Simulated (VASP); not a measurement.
Wanted: the native input for a VASP 6.6.1 run.

```
Task                   : single point
Functional             : PBEsol
Potentials or basis    : VASP PAW PBE potentials, release 64 (Rb_sv, Br)
Cutoff                 : 520 eV
k mesh                 : 6 × 6 × 6
Occupations            : gaussian, width 0.01 eV
Spin                   : non-collinear spin, zero start, spin-orbit coupling
Starting moments       : [[0.0, 0.0, 0.0], [0.0, 0.0, 0.0]] μB
Dipole correction      : no
Further INCAR settings : ALGO = Normal; EDIFF = 1e-06; NBANDS = 28
```

The structure of RbBr lies in POSCAR:

```
RbBr
1.0
    3.3564252882      3.3564252882      0.0000000000
   -3.3564252882      3.3564252882      0.0000000000
    0.0000000000      3.3564252882      3.4378193339
Rb Br
1 1
Direct
    0.0000000000      0.0000000000      0.0000000000
    0.5000000000      0.5000000000      0.0000000000
```

This cell differs from its parent crystal: film at in-plane strain -0.02.

The input as run:

INCAR

```
SYSTEM = RbBr
ALGO = Normal
EDIFF = 1E-6
ENCUT = 520
GGA = PS
GGA_COMPAT = .FALSE.
ISIF = 2
ISMEAR = 0
LASPH = .TRUE.
LCHARG = .FALSE.
LNONCOLLINEAR = .TRUE.
LORBIT = 11
LORBMOM = .TRUE.
LREAL = .FALSE.
LSORBIT = .TRUE.
LWAVE = .FALSE.
MAGMOM = 0 0 0 0 0 0
NBANDS = 28
NELM = 150
PREC = Accurate
SIGMA = 0.01
```

KPOINTS

```
k-points
0
G
  6 6 6
  0 0 0
```

Potentials or basis: VASP PAW PBE potentials, release 64 (Rb_sv, Br).

Command:

```sh
$ cat potpaw_PBE.64/Rb_sv/POTCAR potpaw_PBE.64/Br/POTCAR > POTCAR
$ mpirun -np 1 vasp_ncl > vasp.out
```

It gave:

* Pressure: 0.6 GPa
* Net moment: 0.00 μB per cell
* Valence electrons inside the program's atomic spheres: Rb 7.32; Br 4.88

Caveat: the cell differs from its parent crystal (film at in-plane strain -0.02); the PAW data sets were made with another functional, which shifts forces and pressure a little.

Run time: 3.1 min on 1 thread of Oxide Virtual Turin-like Processor (shared host), peak memory 0.4 GiB.
